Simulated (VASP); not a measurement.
# C in VASP: further runs

The runs below take C through single point, with PBE+D3(BJ).

All numbers are computed with VASP 6.6.1; they aren't measurements. Logs are shortened: lines on timing, memory, paths and dates and some standing lists are left out, and cuts for length are marked.

## 1. The cell of the first run

The cell holds a slab with vacuum, 4 atoms: a = 2.466 Å, b = 2.466 Å, c = 17.500 Å, α = 90.00°, β = 90.00°, γ = 120.00°.

## 2. Single point, PBE+D3(BJ) (layers slid over each other)

Input file INCAR:

```
SYSTEM = C
ALGO = Normal
DIPOL = 0.5 0.5 0.345
EDIFF = 1E-6
ENCUT = 520
GGA = PE
IDIPOL = 3
ISIF = 2
ISMEAR = 0
IVDW = 12
LASPH = .True.
LCHARG = .False.
LDIPOL = .True.
LREAL = .False.
LWAVE = .False.
NBANDS = 16
NELM = 80
PREC = Accurate
SIGMA = 0.1
```

Input file KPOINTS:

```
k-points
0
Gamma
  15 15 1
  0 0 0
```

Input file POSCAR:

```
C
1.0
    2.4656524415      0.0000000000      0.0000000000
   -1.2328262207      2.1353176512      0.0000000000
    0.0000000000      0.0000000000     17.5000663887
C
4
Direct
    0.6666666667      0.3333333333      0.2571437785
    0.3333333333      0.6666666667      0.2571418816
    0.8333333333      0.6666666667      0.4320021548
    0.5000000000      1.0000000000      0.4320002580
```

Potentials or basis: VASP PAW PBE potentials, release 64 (C).

Started as:

```bash
cat potpaw_PBE.64/C/POTCAR > POTCAR
mpirun -np 1 vasp_std > vasp.out
```

OUTCAR:

```text
SYSTEM = C
   EDIFF = 1E-6
   ENCUT = 520
   GGA = PE
   ISIF = 2
   ISMEAR = 0
   IVDW = 12
   LASPH = .True.
   LREAL = .False.
   NELM = 80
   PREC = Accurate
 IVDW          = 12

 ion  position               nearest neighbor table
   1  0.667  0.333  0.257-   2 1.42   2 1.42   2 1.42
   2  0.333  0.667  0.257-   1 1.42   1 1.42   1 1.42
   3  0.833  0.667  0.432-   4 1.42   4 1.42   4 1.42
   4  0.500  0.000  0.432-   3 1.42   3 1.42   3 1.42

  LATTYP: Found a hexagonal cell.
 ALAT       =     2.4656524415
 C/A-ratio  =     7.0975398212

  Lattice vectors:

 A1 = (   2.4656524415,   0.0000000000,   0.0000000000)
 A2 = (  -1.2328262207,   2.1353176512,   0.0000000000)
 A3 = (   0.0000000000,   0.0000000000,  17.5000663887)

Analysis of symmetry for initial positions (statically):
=====================================================================
 Subroutine PRICEL returns:
 Original cell was already a primitive cell.

 Routine SETGRP: Setting up the symmetry group for a
 hexagonal supercell.

 Subroutine GETGRP returns: Found  4 space group operations
 (whereof  2 operations were pure point group operations)
 out of a pool of 24 trial point group operations.

The static configuration has the point symmetry C_1h.
 The point group associated with its full space group is C_2h.

Analysis of symmetry for dynamics (positions and initial velocities):
=====================================================================
 Subroutine PRICEL returns:
 Original cell was already a primitive cell.

 Routine SETGRP: Setting up the symmetry group for a
 hexagonal supercell.

 Subroutine GETGRP returns: Found  4 space group operations
 (whereof  2 operations were pure point group operations)
 out of a pool of 24 trial point group operations.

The dynamic configuration has the point symmetry C_1h.
 The point group associated with its full space group is C_2h.

 Subroutine INISYM returns: Found  4 space group operations
 (whereof  2 operations are pure point group operations),
 and found     1 'primitive' translations

----------------------------------------------------------------------------------------

                                     Primitive cell

  volume of cell :      92.1370

  direct lattice vectors                    reciprocal lattice vectors
     2.465652442  0.000000000  0.000000000     0.405572165  0.234157199  0.000000000
    -1.232826221  2.135317651  0.000000000     0.000000000  0.468314398  0.000000000
     0.000000000  0.000000000 17.500066389     0.000000000  0.000000000  0.057142640

  length of vectors
     2.465652442  2.465652441 17.500066389     0.468314398  0.468314398  0.057142640

[... 97 lines left out ...]
   EMIN   =  10.00;   EMAX   =-10.00  energy-range for DOS
   EFERMI =   0.00;   METHOD = LEGACY
   ISMEAR =     0;   SIGMA  =   0.10  broadening in eV -4-tet -1-fermi 0-gaus
   EFERMI_NEDOS =   21; number of points for ismear=-14 and -15
   IALGO  =     38    algorithm
   IMIX   =      4    mixing-type and parameters
     AMIX     =   0.40;   BMIX     =  1.00
     AMIX_MAG =   1.60;   BMIX_MAG =  1.00
  volume/ion in A,a.u.               =      23.03       155.44
  Fermi-wavevector in a.u.,A,eV,Ry     =   0.913349  1.725980 11.350070  0.834207
  Thomas-Fermi vector in A             =   2.037850
   LORBIT       =      0    0 simple, 1 ext, 2 COOP (PROOUT), +10 PAW based schemes
   GGA     = PE    functional components
   LHFCALC =     F    Hartree Fock is set to
   AEXX    =    0.0000 exact exchange contribution
   IVDW    =    12    specifies the selected vdW correction
   LEPSILON=     F    determine dielectric tensor
   LRPA    =     F    only Hartree local field effects (RPA)
 non-spin polarized calculation
 Gauss-broadening in eV      SIGMA  =   0.10
  energy-cutoff  :      520.00
  volume of cell :       92.14
 maximum number of plane-waves:      2516
   NGX =  9   NGY =  9   NGZ = 65

 dipolmoment           0.000000      0.000000      0.000281 electrons x Angstroem

 number of electron      15.9999998 magnetization

 dipolmoment           0.000000      0.000000     -0.000001 electrons x Angstroem

 Free energy of the ion-electron system (eV)
  ---------------------------------------------------
  ext. energy  EPLUGINS =         0.00000000
  ---------------------------------------------------
  free energy    TOTEN  =       -36.78959096 eV

  energy without entropy =      -36.78959096  energy(sigma->0) =      -36.78959096

 E-fermi :  -0.8758     XC(G=0):  -4.3714

 val. band max:       -1.2444802209   @ k =   0.3333   0.3333   0.0000
 cond. band min:      -0.5069870391   @ k =   0.3333   0.3333   0.0000
 fundamental gap:      0.7374931818
 Fermi energy:        -0.8758216295

 k-point     1 :       0.0000    0.0000    0.0000
  band No.  band energies     occupation
      1     -20.5311      2.00000
      2     -20.2319      2.00000
      3      -9.1972      2.00000
      4      -7.6888      2.00000
      5      -3.8986      2.00000
      6      -3.8906      2.00000
[... 433 lines left out ...]
      3      -9.6511      2.00000
      4      -9.5189      2.00000
      5      -6.7149      2.00000
      6      -6.6741      2.00000
[... 8 lines left out ...]
     15       7.4619      0.00000
     16       8.6394      0.00000

 [... further k-points ...]

------------------------ aborting loop because EDIFF is reached ----------------------------------------

 vacuum level on the upper side and lower side of the slab       (xc-potential included)        -0.172        -0.175

 Edisp (eV)   -0.50980

 E8    (eV) :    -0.1540

  FORCE on cell =-STRESS in cart. coord.  units (eV):
  Direction    XX          YY          ZZ          XY          YZ          ZX
  --------------------------------------------------------------------------------------
  -------------------------------------------------------------------------------------
  Total      -0.01331     0.05761     0.86443     0.00000     0.22296     0.00000
  in kB      -0.23145     1.00171    15.03161     0.00000     3.87706     0.00000
  external pressure =        5.27 kB  Pullay stress =        0.00 kB

 VOLUME and BASIS-vectors are now :
 -----------------------------------------------------------------------------
  energy-cutoff  :      520.00
  volume of cell :       92.14
      direct lattice vectors                 reciprocal lattice vectors
     2.465652442  0.000000000  0.000000000     0.405572165  0.234157199  0.000000000
    -1.232826221  2.135317651  0.000000000     0.000000000  0.468314398  0.000000000
     0.000000000  0.000000000 17.500066389     0.000000000  0.000000000  0.057142640

 POSITION                                       TOTAL-FORCE (eV/Angst)
 -----------------------------------------------------------------------------------
      1.23283      0.71177      4.50003        -0.000000     -0.036755     -0.138682
     -0.00000      1.42355      4.50000        -0.000000     -0.036102     -0.152171
      1.23283      1.42355      7.56007         0.000000      0.036102      0.152171
      1.23283      0.00000      7.56003         0.000000      0.036755      0.138682
 -----------------------------------------------------------------------------------
    total drift:                                0.000000      0.000000     -0.000043

  FREE ENERGIE OF THE ION-ELECTRON SYSTEM (eV)
  ---------------------------------------------------
  free  energy   TOTEN  =       -37.2993953112 eV

  energy  without entropy=      -37.2993953099  energy(sigma->0) =      -37.29939531

 vacuum level on the upper side and lower side of the slab         3.355         3.353
```

Wall time 58 s (1 thread of AMD EPYC 9R45 (Zen 5), shared host); peak memory 0.21 GiB.

Results:

| Item | Value |
| --- | --- |
| Free energy | -37.2994 eV |
| Largest force | 0.156 eV/Å |
| Dispersion energy per atom | -0.127 eV |

Forces in eV/Å, atoms in the order of the input:
```
C    0.000 -0.037 -0.139
C    0.000 -0.036 -0.152
C    0.000  0.036  0.152
C    0.000  0.037  0.139
```

Caveat: the cell differs from its parent crystal (layers slid over each other).

## 3. Single point, PBE+D3(BJ) (layers slid over each other)

Input file INCAR:

```
PREC = Accurate
ENCUT = 520
EDIFF = 1E-6
ISMEAR = 0
SIGMA = 0.1
LREAL = F
LASPH = T
NELM = 80
ALGO = Normal
ISIF = 2
LWAVE = F
LCHARG = F
LDIPOL = T
IDIPOL = 3
DIPOL = 0.5 0.5 0.345
GGA = PE
IVDW = 12
NBANDS = 16
```

Input file KPOINTS:

```
Automatic mesh
0
Gamma
  15 15 1
```

Edit POSCAR of step 2 so:

```diff
@@ -10,3 +10,3 @@
     0.3333333333      0.6666666667      0.2571418816
-    0.8333333333      0.6666666667      0.4320021548
-    0.5000000000      1.0000000000      0.4320002580
+    0.6666666667      0.6666666667      0.4320021548
+    0.3333333333      1.0000000000      0.4320002580
```

Potentials or basis: VASP PAW PBE potentials, release 64 (C).

Started as:

```bash
cat potpaw_PBE.64/C/POTCAR > POTCAR
mpirun -np 1 vasp_std > vasp.out
```

Wall time 59 s (1 thread of AMD EPYC 9R45 (Zen 5), shared host); peak memory 0.21 GiB.

Results (log left out):

| Item | Value |
| --- | --- |
| Free energy | -37.3061 eV |
| Largest force | 0.138 eV/Å |
| Dispersion energy per atom | -0.127 eV |

Forces on the atoms (eV/Å):
```
C    0.012 -0.027 -0.134
C    0.017 -0.024 -0.134
C   -0.017  0.024  0.134
C   -0.012  0.027  0.134
```

Caveat: the cell differs from its parent crystal (layers slid over each other).

## 4. Single point, PBE+D3(BJ) (layers slid over each other)

Input file INCAR:

```
PREC = Accurate ; ENCUT = 520
EDIFF = 1E-6 ; ISMEAR = 0
SIGMA = 0.1 ; LREAL = F
LASPH = T ; NELM = 80
ALGO = Normal ; ISIF = 2
LWAVE = F ; LCHARG = F
LDIPOL = T ; IDIPOL = 3
DIPOL = 0.5 0.5 0.345 ; GGA = PE
IVDW = 12 ; NBANDS = 16
```

KPOINTS is that of step 3.

Edit POSCAR of step 3 so:

```diff
@@ -10,3 +10,3 @@
     0.3333333333      0.6666666667      0.2571418816
-    0.6666666667      0.6666666667      0.4320021548
-    0.3333333333      1.0000000000      0.4320002580
+    0.6666666667      0.5000000000      0.4320021548
+    0.3333333333      0.8333333333      0.4320002580
```

Started as:

```bash
cat potpaw_PBE.64/C/POTCAR > POTCAR
mpirun -np 1 vasp_std > vasp.out
```

Run time: 70 s. Hardware: 1 thread of AMD EPYC 9R45 (Zen 5), shared host; peak memory 0.21 GiB.

Results (log left out):

* Free energy: -37.2768 eV
* Largest force: 0.189 eV/Å
* Dispersion energy per atom: -0.127 eV

Forces in eV/Å, atoms in the order of the input:
```
C    0.015 -0.032 -0.185
C    0.020 -0.029 -0.185
C   -0.020  0.029  0.185
C   -0.015  0.032  0.185
```

Caveat: the cell differs from its parent crystal (layers slid over each other).

## 5. The runs side by side

| cell | largest force (eV/Å) |
| --- | --- |
| as given, atomic positions A | 0.16 |
| as given, atomic positions B | 0.14 |
| as given, atomic positions C | 0.19 |

Alike in all rows: task single point; level PBE+D3(BJ); potentials or basis VASP PAW PBE potentials, release 64 (C); no spin polarisation; k mesh 15 × 15 × 1; cutoff (eV) 520; smearing gaussian 0.1 eV.

Total energies depend on the potentials used, so only differences within one code and one set of settings carry meaning.
